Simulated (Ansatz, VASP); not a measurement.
# Sc7As in VASP and in Ansatz

```xyz
8
Lattice="6.7023 0.0000 0.0000 -3.3512 5.8044 0.0000 0.0000 0.0000 5.2454" Properties=species:S:1:pos:R:3 pbc="T T T"
Sc   -1.6333    2.9266    0.0000
Sc    0.0000    5.7555    0.0000
Sc    1.6333    2.9266    0.0000
Sc   -1.6450    4.8193    2.6227
Sc    0.0000    1.9701    2.6227
Sc    1.6450    4.8193    2.6227
Sc    3.3512    1.9348    2.6227
As    0.0000    0.0000    0.0000
```

Change from the starting cell: species swapped into the YMg7 type (P-6m2, No. 187).

Alike in both runs: task relaxation of cell and atoms; functional PBE; k mesh 3 × 3 × 3; occupations gaussian, width 0.2 eV; no spin polarisation.

|  | VASP | Ansatz |
| --- | --- | --- |
| version | VASP 6.6.1 | Ansatz 0.2.0 |
| potentials or method | VASP PAW PBE potentials, release 64 (Sc_sv, As), cutoff 600 eV | scalar-relativistic, plane waves, PAW |
| valence electrons in the cell | 82 | 92 |

|  | VASP | Ansatz | Ansatz less VASP |
| --- | --- | --- | --- |
| gap on the k mesh at the Fermi level, each at its own relaxed structure (eV) | none | none | - |
| relaxed volume (Å³/atom) | 22.79 | 22.68 | -0.117 |
| relaxed length of the cell vector where the two differ most in proportion (Å) | 5.082 | 5.051 | -0.0313 |

A gap of «none» marks a metal or a gap that the smearing closes. VASP's potentials hold 82 valence electrons a cell and Ansatz's 92, so a difference there can come from the potentials and not from the codes.

The k mesh is coarse, so the values compare programs but aren't converged.
